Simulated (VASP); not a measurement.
Si2Ni, 3 atoms in the cell. Symmetry: Fm-3m, No. 225, cubic system. Conventional cell: a = 5.553 Å, b = 5.553 Å, c = 5.553 Å, α = 90.00°, β = 90.00°, γ = 90.00°. Within 3.2 Å of Si (site symmetry -43m) lie 4 Ni at 2.40 Å and 6 Si at 2.78 Å. Ni (site symmetry m-3m) has 8 Si at 2.40 Å within 3.2 Å. 

- Program: VASP 6.6.1
- Task: single point
- Functional: PBE
- Potentials or basis: VASP PAW PBE potentials, release 64 (Si, Ni)
- Cutoff: 520 eV
- k mesh: 14 × 14 × 14
- Occupations: gaussian, width 0.15 eV
- Spin: collinear spin, ferromagnetic start
- Starting moments: [0.0, 0.0, 0.5] μB
- Fixed moment: 0.5 μB
- Dipole correction: no
- Further INCAR settings: ALGO = Normal; EDIFF = 1e-06; NBANDS = 20

Potentials or basis: VASP PAW PBE potentials, release 64 (Si, Ni).

The run is started by

```bash
$ cat potpaw_PBE.64/Si/POTCAR potpaw_PBE.64/Ni/POTCAR > POTCAR
$ mpirun -np 1 vasp_std > vasp.out
```

Hardware: 1 thread of Intel(R) Xeon(R) 6975P-C (Granite Rapids), on a shared host.

Q: Estimate the wall time of this run.

A: Run time: 2.1 min on 1 thread of Intel(R) Xeon(R) 6975P-C (Granite Rapids) (shared host), peak memory 0.28 GiB. Counts: scf iterations 15, k points 104.
